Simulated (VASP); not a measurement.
# CsAs3: relaxation of cell and atoms with PBE

CsAs3:

```
Cs As
1.0
     4.64568    0.00000    0.00000
     0.00000    4.64568    0.00000
     0.00000    0.00000    5.68882
Cs As
1 3
Direct
  0.50000 0.50000 0.50000
  0.00000 0.00000 0.69781
  0.00000 0.00000 0.30219
  0.00000 0.00000 0.00000
```

The cell was generated, and may not be a known phase.

```yaml
Program: VASP 6.6.1
Task: relaxation of cell and atoms
Functional: PBE
Potentials_or_basis: VASP PAW PBE potentials, release 64 (Cs_sv, As)
Cutoff: 600 eV
k_mesh: 4 × 4 × 4
Occupations: gaussian, width 0.1 eV
Spin: no spin polarisation
Dipole_correction: no
Further_INCAR_settings: ALGO = Normal; EDIFF = 1e-07; IBRION = 2; EDIFFG = -0.04; NSW = 90; ISIF = 3
```

* Relaxed volume: 50.58 Å³/atom
* Relaxed cell: a = 5.274 Å, b = 5.274 Å, c = 7.272 Å, α = 90.00°, β = 90.00°, γ = 90.00°
* Space group after relaxing (to 0.1 Å): P4/mmm (No. 123)
* Pressure after relaxing: 0.0 GPa
* Largest force after relaxing: 0.009 eV/Å
* Band gap on the k mesh: zero (bands 12 and 13 overlap by 0.52 eV)

Forces in eV/Å, atoms in the order of the input:
```
Cs   0.000  0.000  0.000
As   0.000  0.000  0.009
As   0.000  0.000 -0.009
As   0.000  0.000  0.000
```

Final structure:
```xyz
4
Lattice="5.2742 0.0000 0.0000 0.0000 5.2742 0.0000 0.0000 0.0000 7.2724" Properties=species:S:1:pos:R:3 pbc="T T T"
Cs    2.6371    2.6371    3.6362
As    0.0000    0.0000    2.3686
As    0.0000    0.0000    4.9038
As    0.0000    0.0000    0.0000
```

Levels at points of the mesh, in eV from the Fermi level:
```tsv
k point	band 9	band 10	band 11	band 12	band 13	band 14	band 15	band 16
(0.00, 0.00, 0.00)	-2.05	-0.91	-0.36	0.21	0.21	0.64	0.64	2.16
(0.50, 0.00, 0.00)	-2.19	-0.91	-0.32	-0.09	-0.04	0.35	0.46	4.00
(0.50, 0.50, 0.00)	-2.39	-0.87	-0.31	-0.30	-0.30	0.33	0.33	3.33
(0.00, 0.00, 0.50)	-1.55	-1.55	-1.24	-1.24	2.08	2.08	2.87	3.00
(0.50, 0.00, 0.50)	-2.06	-1.99	-1.54	-1.48	1.89	2.21	3.54	4.72
(0.50, 0.50, 0.50)	-2.00	-2.00	-1.54	-1.54	1.69	1.69	4.37	4.43
```

Run time: 21 min on 1 thread of Intel(R) Xeon(R) 6975P-C (Granite Rapids), on a shared host, peak memory 0.3 GiB.

Caveat: the volume moved by over 15 % at a fixed basis, so the end points are rough; spin-orbit coupling is left out, which moves the levels of the heavy elements.
